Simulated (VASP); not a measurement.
Wanted: the native input for a VASP 6.6.1 run.

- Task: single point
- Functional: PBEsol
- Potentials or basis: VASP PAW PBE potentials, release 64 (Cd, Se)
- Cutoff: 520 eV
- k mesh: 10 × 10 × 10
- Occupations: gaussian, width 0.05 eV
- Spin: no spin polarisation
- Dipole correction: no
- Further INCAR settings: ALGO = Normal; EDIFF = 1e-06; NBANDS = 16

The structure of CdSe lies in POSCAR:

```
CdSe
1.0
   -0.1114639971      2.8892441262      3.0413096065
    3.0413096065     -0.1114639971      3.0413096065
    2.9298456094      2.7777801291      0.0000000000
Cd Se
1 1
Direct
    0.0000000000      0.0000000000      0.0000000000
    0.7500000000      0.7500000000      0.7500000000
```

This cell differs from its parent crystal: engineering shear strain xz -0.0733, normal strain along z -0.0500.

One way to write it, as run:

INCAR

```
SYSTEM = CdSe
ALGO     = Normal         ! electronic algorithm
EDIFF    = 1E-6           ! SCF threshold, eV
ENCUT    = 520            ! plane-wave cutoff, eV
GGA      = PS             ! functional
ISIF     = 2              ! what is computed and relaxed
ISMEAR   = 0              ! smearing method
LASPH    = .TRUE.         ! aspherical terms in the spheres
LCHARG   = .FALSE.        ! write CHGCAR
LREAL    = .FALSE.        ! projectors in reciprocal space
LWAVE    = .FALSE.        ! write WAVECAR
NBANDS   = 16             ! bands
NELM     = 60             ! most SCF steps
PREC     = Accurate       ! precision mode
SIGMA    = 0.05           ! smearing width, eV
```

KPOINTS

```
k-points
0
G
  10 10 10
  0 0 0
```

Potentials or basis: VASP PAW PBE potentials, release 64 (Cd, Se).

Command:

```bash
$ cat potpaw_PBE.64/Cd/POTCAR potpaw_PBE.64/Se/POTCAR > POTCAR
$ mpirun -np 1 vasp_std > vasp.out
```

It gave:

```yaml
Pressure: 3.9 GPa
Largest_force: 0.649 eV/Å
Band_gap_on_the_k_mesh: 0.39 eV, direct
```

Caveat: the cell differs from its parent crystal (engineering shear strain xz -0.0733, normal strain along z -0.0500); the PAW data sets were made with another functional, which shifts forces and pressure a little.

Run time: 61 s on 1 thread of Intel(R) Xeon(R) 6975P-C (Granite Rapids), on a shared host, peak memory 0.37 GiB.
